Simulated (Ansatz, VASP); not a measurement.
# CO: VASP beside Ansatz

```
C O
1.0
    12.00000    0.00000    0.00000
     0.00000   12.00000    0.00000
     0.00000    0.00000   12.00000
C O
1 1
Direct
  0.50000 0.50000 0.45300
  0.50000 0.50000 0.54700
```

Alike in both runs: task single point; functional PBE0; k mesh 1 × 1 × 1; no spin polarisation.

|  | VASP | Ansatz |
| --- | --- | --- |
| version | VASP 6.6.1 | Ansatz 0.2.0 |
| potentials or method | VASP PAW PBE potentials, release 64 (C_h, O_h) | scalar-relativistic, plane waves, PAW |
| plane-wave cutoff (eV) | 910 | 420 |
| occupations | gaussian, width 0.01 eV | fixed |
| valence electrons in the cell | 10 | 10 |

|  | VASP | Ansatz | Ansatz less VASP |
| --- | --- | --- | --- |
| gap on the k mesh at the Fermi level (eV) | 9.98 | 9.96 | -0.019 |
| rms of the force components (eV/Å) | 0.367 | 0.432 | +0.0646 |

Atom by atom the forces differ by 0.065 eV/Å (rms over components).

Noted on VASP's run: the cutoff is short for stress, so the pressure is rough.
